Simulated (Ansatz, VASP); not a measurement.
# CuO: VASP beside Ansatz

INCAR

```
PREC     = Accurate       # precision mode
ENCUT    = 520            # plane-wave cutoff, eV
EDIFF    = 1E-7           # SCF threshold, eV
ISMEAR   = 0              # smearing method
SIGMA    = 0.1            # smearing width, eV
LREAL    = F              # projectors in reciprocal space
LASPH    = T              # aspherical terms in the spheres
NELM     = 150            # most SCF steps
ALGO     = Normal         # electronic algorithm
ISIF     = 2              # what is computed and relaxed
LWAVE    = F              # write WAVECAR
LCHARG   = F              # write CHGCAR
ISPIN    = 2              # spin polarisation
MAGMOM   = 1 0            # initial moments
LORBIT   = 11             # projections on sites
LMAXMIX  = 4              # l up to which the mixer works
GGA      = PE             # functional
NBANDS   = 20             # bands
```

Contents of KPOINTS:

```
regular mesh
0
Gamma
  8 8 4
```

POSCAR

```
CuO
1.0
    2.4503266900      0.0000000000      0.0000000000
    0.0000000000      2.4503266900      0.0000000000
    0.0000000000      0.0000000000      4.4433379800
Cu O
1 1
Direct
    0.5000000000      0.5000000000      0.5000000000
    0.0000000000      0.0000000000      0.0000000000
```

Input for Ansatz:

```yaml
crystal:
  lattice:
    - [2.45032669, 0.0, 0.0]
    - [0.0, 2.45032669, 0.0]
    - [0.0, 0.0, 4.44333798]
  atoms:
    - { symbol: Cu, position: [0.5, 0.5, 0.5], spin: 1.0 }
    - { symbol: O, position: [0.0, 0.0, 0.0] }
basis:
  ecutwfc: 420
kpoints:
  mp_grid: { grid: [8, 8, 4] }
hamiltonian:
  xc: pbe
scf:
  occupations: { method: gaussian, width: 0.1 }
  lower_state_search: "off"
output:
  forces: true
  stress: true
  eigenvalues: true
  populations: true
magnetization:
  spin_polarized: true
```

Alike in both runs: task single point; functional PBE; k mesh 8 × 8 × 4; occupations gaussian, width 0.1 eV; collinear spin.

```csv
,VASP,Ansatz
version,VASP 6.6.1,Ansatz 0.2.0
potentials or method,"VASP PAW PBE potentials, release 64 (Cu, O), cutoff 520 eV","scalar-relativistic, plane waves, PAW"
valence electrons in the cell,17,25
```

```csv
,VASP,Ansatz,Ansatz less VASP
gap on the k mesh at the Fermi level (eV),none,none,-
pressure (GPa),-16.5,-16.1,+0.32
"traceless stress, the component that is largest in VASP (GPa)",-15.14,-15.75,-0.603
net moment per atom (μB),0.00,0.15,+0.153
size of the moment on the site where the two differ most (μB),0.00,0.33,+0.330
```

The net moments are unlike, so the other rows may belong to different states. Site moments also hang on the region over which each program counts them. A gap of «none» marks a metal or a gap that the smearing closes. VASP's potentials hold 17 valence electrons a cell and Ansatz's 25, so a difference there can come from the potentials and not from the codes.
